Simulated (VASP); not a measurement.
# HgTe (I-4m2) in VASP: a series of runs, part 2 of 3

VASP 6.6.1. Earlier steps stand in the parts before.

## 3. Single point, PBE (strain +0.030 along x and y, -0.030 along z)

Input file INCAR:

```
SYSTEM = HgTe
PREC = Accurate
ENCUT = 520
EDIFF = 1E-6
ISMEAR = 0
SIGMA = 0.15
LREAL = .FALSE.
LASPH = .TRUE.
NELM = 100
ALGO = Normal
ISIF = 2
LWAVE = .FALSE.
LCHARG = .FALSE.
GGA = PE
NBANDS = 16
```

Input file KPOINTS:

```
regular mesh
0
G
  14 14 14
  0 0 0
```

Input file POSCAR:

```
HgTe
1.0
    0.0000000000      3.3202050000      3.1267950000
    3.3202050000      0.0000000000      3.1267950000
    3.3202050000      3.3202050000      0.0000000000
Hg Te
1 1
Direct
    0.0000000000      0.0000000000      0.0000000000
    0.7500000000      0.7500000000      0.7500000000
```

Potentials or basis: VASP PAW PBE potentials, release 64 (Hg, Te).

On the command line:

```bash
> cat potpaw_PBE.64/Hg/POTCAR potpaw_PBE.64/Te/POTCAR > POTCAR
> mpirun -np 1 vasp_std > vasp.out
```

It took 5.5 min on 1 thread of Intel Xeon 8259CL, shared host; peak memory 0.42 GiB.

The run converged. Its results:

```yaml
Free_energy: -3.6082 eV
Pressure: 2.6 GPa
Band_gap_on_the_k_mesh: 0.12 eV (least direct gap 0.18 eV)
```

Stress tensor (GPa, compression positive):
```
2.38 0.00 0.00
0.00 2.38 0.00
0.00 0.00 3.08
```

Levels at points of the mesh, in eV from the valence-band top:
| k point | band 7 | band 8 | band 9 | band 10 | band 11 | band 12 |
| --- | --- | --- | --- | --- | --- | --- |
| (0.00, 0.00, 0.00) | -0.77 | -0.06 | -0.06 | 0.12 | 4.30 | 4.31 |
| (0.50, 0.00, 0.00) | -5.33 | -1.06 | -0.80 | 0.70 | 4.92 | 5.25 |
| (0.50, 0.50, 0.00) | -5.12 | -2.32 | -2.32 | 1.64 | 2.41 | 8.40 |
| (0.50, 0.00, 0.50) | -5.39 | -2.15 | -2.01 | 2.06 | 2.64 | 8.01 |

Caveat: the cell differs from its parent crystal (strain +0.030 along x and y, -0.030 along z); the smearing spreads over this small gap; spin-orbit coupling is left out, which moves the levels of the heavy elements. A k mesh can miss the band edges.

## 4. Single point, PBE (strain +0.030 along x and y, -0.015 along z)

Input file INCAR:

```
SYSTEM = HgTe
ALGO = Normal
EDIFF = 1E-7
ENCUT = 520
GGA = PE
ISIF = 2
ISMEAR = 0
LASPH = .TRUE.
LCHARG = .FALSE.
LREAL = .FALSE.
LWAVE = .FALSE.
NBANDS = 16
NELM = 100
PREC = Accurate
SIGMA = 0.15
```

Input file KPOINTS:

```
k-points
0
G
  14 14 14
  0 0 0
```

Input file POSCAR:

```
HgTe
1.0
    0.0000000000      3.3202050000      3.1751475000
    3.3202050000      0.0000000000      3.1751475000
    3.3202050000      3.3202050000      0.0000000000
Hg Te
1 1
Direct
    0.0000000000      0.0000000000      0.0000000000
    0.7500000000      0.7500000000      0.7500000000
```

Potentials or basis: VASP PAW PBE potentials, release 64 (Hg, Te).

On the command line:

```bash
> cat potpaw_PBE.64/Hg/POTCAR potpaw_PBE.64/Te/POTCAR > POTCAR
> mpirun -np 1 vasp_std > vasp.out
```

OUTCAR:

```text
SYSTEM = HgTe
   EDIFF = 1E-7
   ENCUT = 520
   GGA = PE
   ISIF = 2
   ISMEAR = 0
   LASPH = .TRUE.
   LREAL = .FALSE.
   NELM = 100
   PREC = Accurate

 ion  position               nearest neighbor table
   1  0.000  0.000  0.000-   2 2.83   2 2.83   2 2.83   2 2.83
   2  0.750  0.750  0.750-   1 2.83   1 2.83   1 2.83   1 2.83

  LATTYP: Found a body centered tetragonal cell.
 ALAT       =     4.6954789409
 C/A-ratio  =     1.3524275329

  Lattice vectors:

 A1 = (   0.0000000000,  -3.3202050000,  -3.1751475000)
 A2 = (   0.0000000000,   3.3202050000,  -3.1751475000)
 A3 = (   3.3202050000,   0.0000000000,   3.1751475000)

Analysis of symmetry for initial positions (statically):
=====================================================================
 Subroutine PRICEL returns:
 Original cell was already a primitive cell.

 Routine SETGRP: Setting up the symmetry group for a
 body centered tetragonal supercell.

 Subroutine GETGRP returns: Found  8 space group operations
 (whereof  8 operations were pure point group operations)
 out of a pool of 16 trial point group operations.

The static configuration has the point symmetry D_2d.

Analysis of symmetry for dynamics (positions and initial velocities):
=====================================================================
 Subroutine PRICEL returns:
 Original cell was already a primitive cell.

 Routine SETGRP: Setting up the symmetry group for a
 body centered tetragonal supercell.

 Subroutine GETGRP returns: Found  8 space group operations
 (whereof  8 operations were pure point group operations)
 out of a pool of 16 trial point group operations.

The dynamic configuration has the point symmetry D_2d.

 Subroutine INISYM returns: Found  8 space group operations
 (whereof  8 operations are pure point group operations),
 and found     1 'primitive' translations

----------------------------------------------------------------------------------------

                                     Primitive cell

  volume of cell :      70.0041

  direct lattice vectors                    reciprocal lattice vectors
     0.000000000  3.320205000  3.175147500    -0.150593111  0.150593111  0.157472999
     3.320205000  0.000000000  3.175147500     0.150593111 -0.150593111  0.157472999
     3.320205000  3.320205000  0.000000000     0.150593111  0.150593111 -0.157472999

  length of vectors
     4.594052992  4.594052992  4.695478941     0.264866600  0.264866600  0.264866600

  position of ions in fractional coordinates (direct lattice)
     0.000000000  0.000000000  0.000000000
     0.750000000  0.750000000  0.750000000

  ion indices of the primitive-cell ions
   primitive index   ion index
                 1           1
                 2           2

----------------------------------------------------------------------------------------

 KPOINTS: k-points

Automatic generation of k-mesh.
 Grid dimensions read from file:
 generate k-points for:   14   14   14

 Generating k-lattice:

  Cartesian coordinates                     Fractional coordinates (reciprocal lattice)
    -0.010756651  0.010756651  0.011248071     0.071428571  0.000000000  0.000000000
     0.010756651 -0.010756651  0.011248071     0.000000000  0.071428571  0.000000000
     0.010756651  0.010756651 -0.011248071     0.000000000  0.000000000  0.071428571

  Length of vectors
     0.018919043  0.018919043  0.018919043

  Shift w.r.t. Gamma in fractional coordinates (k-lattice)
     0.000000000  0.000000000  0.000000000

 Subroutine IBZKPT returns following result:
 ===========================================

 Found    244 irreducible k-points:

 Following reciprocal coordinates:
            Coordinates               Weight
  0.000000  0.000000  0.000000      1.000000
  0.071429  0.000000  0.000000      8.000000
  0.142857 -0.000000  0.000000      8.000000
  0.214286  0.000000  0.000000      8.000000
  0.285714 -0.000000  0.000000      8.000000
  0.357143 -0.000000  0.000000      8.000000
[... 16 lines left out ...]
  0.214286  0.142857  0.000000      8.000000
  0.285714  0.142857  0.000000      8.000000
 [... further k-points ...]
   k-points           NKPTS =    244   k-points in BZ     NKDIM =    244   number of bands    NBANDS=     16
   number of dos      NEDOS =    301   number of ions     NIONS =      2
   total plane-waves  NPLWV =  46656
   dimension x,y,z NGX =    36 NGY =   36 NGZ =   36
   dimension x,y,z NGXF=    72 NGYF=   72 NGZF=   72
   ions per type =               1   1
   NGX,Y,Z   is equivalent  to a cutoff of  13.03, 13.03, 12.75 a.u.
   NGXF,Y,Z  is equivalent  to a cutoff of  26.05, 26.05, 25.49 a.u.
 SYSTEM =  HgTe
   PREC   = accura    normal or accurate (medium, high low for compatibility)
   ISTART =      0    job   : 0-new  1-cont  2-samecut
   ICHARG =      2    charge: 1-file 2-atom 10-const
   ISPIN  =      1    spin polarized calculation?
   LNONCOLLINEAR =      F non collinear calculations
   LSORBIT =      F    spin-orbit coupling
   LASPH  =      T    aspherical Exc in radial PAW
   ENCUT  =  520.0 eV  38.22 Ry    6.18 a.u.   8.54  8.54  8.73*2*pi/ulx,y,z
   NELM   =    100;   NELMIN=  2; NELMDL= -5     # of ELM steps
   EDIFF  = 0.1E-06   stopping-criterion for ELM
   LREAL  =      F    real-space projection
   EDIFFG = 0.1E-05   stopping-criterion for IOM
   NSW    =      0    number of steps for IOM
   IBRION =     -1    ionic relax: 0-MD 1-quasi-New 2-CG
   NFREE  =      0    steps in history (QN), initial steepest desc. (CG)
   ISIF   =      2    stress and relaxation
   ISYM   =      2    0-nonsym 1-usesym 2-fastsym
   POTIM  = 0.5000    time-step for ionic-motion
   TEBEG  =    0.0;   TEEND  =   0.0 temperature during run
   PSTRESS=    0.0 pullay stress
   NELECT =      18.0000    total number of electrons
   NUPDOWN=      -1.0000    fix difference up-down
   EMIN   =  10.00;   EMAX   =-10.00  energy-range for DOS
   EFERMI =   0.00;   METHOD = LEGACY
   ISMEAR =     0;   SIGMA  =   0.15  broadening in eV -4-tet -1-fermi 0-gaus
   EFERMI_NEDOS =   21; number of points for ismear=-14 and -15
   IALGO  =     38    algorithm
   IMIX   =      4    mixing-type and parameters
     AMIX     =   0.40;   BMIX     =  1.00
     AMIX_MAG =   1.60;   BMIX_MAG =  1.00
  volume/ion in A,a.u.               =      35.00       236.21
  Fermi-wavevector in a.u.,A,eV,Ry     =   1.041017  1.967237 14.744853  1.083716
  Thomas-Fermi vector in A             =   2.175619
   LORBIT       =      0    0 simple, 1 ext, 2 COOP (PROOUT), +10 PAW based schemes
   GGA     = PE    functional components
   LHFCALC =     F    Hartree Fock is set to
   AEXX    =    0.0000 exact exchange contribution
   IVDW    =     0    specifies the selected vdW correction
   LEPSILON=     F    determine dielectric tensor
   LRPA    =     F    only Hartree local field effects (RPA)
 non-spin polarized calculation
 Gauss-broadening in eV      SIGMA  =   0.15
  energy-cutoff  :      520.00
  volume of cell :       70.00
 maximum number of plane-waves:      1908
 NGX is ok and might be reduce to    36
   NGX = 17   NGY = 17   NGZ = 17

 number of electron      18.0000003 magnetization

 Free energy of the ion-electron system (eV)
  ---------------------------------------------------
  ext. energy  EPLUGINS =         0.00000000
  ---------------------------------------------------
  free energy    TOTEN  =        -3.62634010 eV

  energy without entropy =       -3.62608267  energy(sigma->0) =       -3.62621138

 E-fermi :   2.8653     XC(G=0):  -8.5815

 val. band max:        2.8041080368   @ k =   0.0000   0.0000   0.0000
 cond. band min:       3.0519391375   @ k =   0.0714   0.0000   0.0000
 fundamental gap:      0.2478311007
 Fermi energy:         2.8652524509

 k-point     1 :       0.0000    0.0000    0.0000
  band No.  band energies     occupation
      1      -9.0102      2.00000
      2      -4.4270      2.00000
      3      -4.4270      2.00000
      4      -4.4179      2.00000
      5      -3.9530      2.00000
      6      -3.9260      2.00000
[... 8 lines left out ...]
     15      11.9434      0.00000
     16      12.4402      0.00000
[... 419 lines left out ...]
 k-point    24 :       0.2857    0.1429    0.0000
  band No.  band energies     occupation
      1      -8.7023      2.00000
      2      -4.3571      2.00000
      3      -4.3228      2.00000
      4      -4.2672      2.00000
      5      -3.9395      2.00000
      6      -3.9266      2.00000
[... 8 lines left out ...]
     15      11.8380      0.00000
     16      12.0611      0.00000

 [... further k-points ...]
[... 5 lines left out ...]
  --------------------------------------------------------------------------------------
  -------------------------------------------------------------------------------------
  Total        0.7664424      0.7664424      1.0095741      0.0000000      0.0000000     -0.0000000
  in kB       17.5414880     17.5414880     23.1060177      0.0000000      0.0000000     -0.0000000
  external PRESSURE =      19.3963312 kB  Pullay stress =       0.0000000 kB

 VOLUME and BASIS-vectors are now :
 -----------------------------------------------------------------------------
  energy-cutoff  :      520.00
  volume of cell :       70.00
      direct lattice vectors                 reciprocal lattice vectors
     0.000000000  3.320205000  3.175147500    -0.150593111  0.150593111  0.157472999
     3.320205000  0.000000000  3.175147500     0.150593111 -0.150593111  0.157472999
     3.320205000  3.320205000  0.000000000     0.150593111  0.150593111 -0.157472999

 POSITION                                       TOTAL-FORCE (eV/Angst)
 -----------------------------------------------------------------------------------
      0.00000      0.00000      0.00000         0.000000      0.000000     -0.000000
      4.98031      4.98031      4.76272        -0.000000     -0.000000      0.000000
 -----------------------------------------------------------------------------------
    total drift:                                0.000000      0.000000     -0.000000

  FREE ENERGIE OF THE ION-ELECTRON SYSTEM (eV)
  ---------------------------------------------------
  free  energy   TOTEN  =        -3.6263400968 eV

  energy  without entropy=       -3.6260826689  energy(sigma->0) =       -3.62621138
```

stdout:

```text
POSCAR found type information on POSCAR HgTe
 POSCAR found :  2 types and       2 ions
 scaLAPACK will be used
 LDA part: xc-table for (Slater+PW92), standard interpolation
 POSCAR, INCAR and KPOINTS ok, starting setup
 FFT: planning ... GRIDC
 FFT: planning ... GRID_SOFT
 FFT: planning ... GRID
 WAVECAR not read
 entering main loop
```

It took 5.8 min on 1 thread of Intel Xeon 8259CL, shared host; peak memory 0.43 GiB.

Results:

```yaml
Free_energy: -3.6263 eV
Pressure: 1.9 GPa
Band_gap_on_the_k_mesh: 0.10 eV (least direct gap 0.13 eV)
```

Stress tensor (GPa, compression positive):
```
1.75 0.00 0.00
0.00 1.75 0.00
0.00 0.00 2.31
```

Caveat: the cell differs from its parent crystal (strain +0.030 along x and y, -0.015 along z); the smearing spreads over this small gap; spin-orbit coupling is left out, which moves the levels of the heavy elements. A k mesh can miss the band edges.

(Part 2 of 3 ends here.)

The gap in the log of VASP goes by the Fermi energy; the results here count the filled bands.